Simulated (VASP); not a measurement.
Wanted: the native input for a VASP 6.6.1 run.

| Property | Result |
| --- | --- |
| Task | single point |
| Functional | PBEsol |
| Potentials or basis | VASP PAW PBE potentials, release 64 (Ga_d) |
| Cutoff | 520 eV |
| k mesh | 14 × 14 × 11 |
| Occupations | fermi-dirac, width 0.03 eV |
| Spin | no spin polarisation |
| Dipole correction | no |
| Further INCAR settings | ALGO = Normal; EDIFF = 1e-06; NBANDS = 20 |

The structure of Ga lies in POSCAR:

```
Ga
1.0
    1.3691700000     -3.9862350000      0.0000000000
    1.3691700000      3.9862350000      0.0000000000
   -0.1162755000      0.0000000000      3.3299300000
Ga
2
Direct
    0.8690000000      0.1310000000      0.2500000000
    0.1310000000      0.8690000000      0.7500000000
```

This cell differs from its parent crystal: equal xx and yy strain of -1 %.

The input as run:

INCAR

```
SYSTEM = Ga
ALGO = Normal
EDIFF = 1E-6
ENCUT = 520
GGA = PS
ISIF = 2
ISMEAR = -1
LASPH = .True.
LCHARG = .False.
LREAL = .False.
LWAVE = .False.
NBANDS = 20
NELM = 100
PREC = Accurate
SIGMA = 0.03
```

KPOINTS

```
k-points
0
Gamma
  14 14 11
  0 0 0
```

Potentials or basis: VASP PAW PBE potentials, release 64 (Ga_d).

Command:

```bash
$ cat potpaw_PBE.64/Ga_d/POTCAR > POTCAR
$ mpirun -np 1 vasp_std > vasp.out
```

Results of the run:

```
Pressure               : -0.8 GPa
Largest force          : 0.177 eV/Å
Band gap on the k mesh : zero (bands 13 and 14 overlap by 8.02 eV)
```

Caveat: the cell differs from its parent crystal (equal xx and yy strain of -1 %); the PAW data sets were made with another functional, which shifts forces and pressure a little.

Wall time 2.6 min on 1 thread of Intel(R) Xeon(R) 6975P-C (Granite Rapids), with other jobs on the host, peak memory 0.44 GiB.
